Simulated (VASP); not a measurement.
Input of a VASP 6.6.1 run:

INCAR

```
SYSTEM = Al2H
PREC = Accurate
ENCUT = 520
EDIFF = 1E-7
ISMEAR = 0
SIGMA = 0.1
LREAL = .FALSE.
LASPH = .TRUE.
NELM = 80
ALGO = Normal
ISIF = 2
LWAVE = .FALSE.
LCHARG = .FALSE.
GGA = PE
NBANDS = 16
```

File KPOINTS:

```
regular mesh
0
G
  6 6 6
  0 0 0
```

POSCAR

```
Al2H
1.0
   -2.7706343365      2.7706343365      2.3464678479
    2.7706343365     -2.7706343365      2.3464678479
    2.7706343365      2.7706343365     -2.3464678479
Al H
4 2
Direct
    0.6680997333      0.1680997333      0.8361994667
    0.1680997333      0.3319002667      0.5000000000
    0.3319002667      0.8319002667      0.1638005333
    0.8319002667      0.6680997333      0.5000000000
    0.2500000000      0.2500000000      0.0000000000
    0.7500000000      0.7500000000      0.0000000000
```

Potentials or basis: VASP PAW PBE potentials, release 64 (Al, H).

Run with:

```sh
$ cat potpaw_PBE.64/Al/POTCAR potpaw_PBE.64/H/POTCAR > POTCAR
$ mpirun -np 1 vasp_std > vasp.out
```

(1) What does it give for the largest force?

(2) Estimate the band gap on the k mesh.

(3) What does it give for the pressure?

Results:

(1) 0.016 eV/Å.

(2) zero (band 7 reaches 9.05 eV, above the bottom of band 8 at 6.57 eV).

(3) 0.0 GPa.
